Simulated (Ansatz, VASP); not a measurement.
One calculation of AlN, two programs

```xyz
8
Lattice="4.4025 0.0000 0.0000 0.0000 -4.4025 0.0000 0.0000 0.0000 -4.4025" Properties=species:S:1:pos:R:3 pbc="T T T"
Al   -0.4455   -0.1260    0.4455
Al    2.2013   -2.2013    0.0000
Al    2.2013    0.0000   -2.2013
Al    0.0000   -2.2013   -2.2013
N     3.3019   -3.3019   -3.3019
N     1.1006   -1.1006   -3.3019
N     1.1006   -3.3019   -1.1006
N     3.3019   -1.1006   -1.1006
```

Alike in both runs: task single point; functional PBE; k mesh 6 × 6 × 6; occupations gaussian, width 0.05 eV; no spin polarisation.

|  | VASP | Ansatz |
| --- | --- | --- |
| version | VASP 6.6.1 | Ansatz 0.2.0 |
| potentials or method | VASP PAW PBE potentials, release 64 (Al, N), cutoff 520 eV | scalar-relativistic, plane waves, PAW |
| valence electrons in the cell | 32 | 32 |

VASP gave:

| Item | Value |
| --- | --- |
| gap on the k mesh at the Fermi level (eV) | none |
| pressure (GPa) | 10.1 |
| traceless stress, the component that is largest in VASP (GPa) | 11.23 |
| rms of the force components (eV/Å) | 3.717 |

Problem. Which values does Ansatz return?

Solution. gap on the k mesh at the Fermi level (eV): none; pressure (GPa): 10.2; traceless stress, the component that is largest in VASP (GPa): 11.19; rms of the force components (eV/Å): 3.703.

Atom by atom the forces differ by 0.018 eV/Å (rms over components). A gap of «none» marks a metal or a gap that the smearing closes.
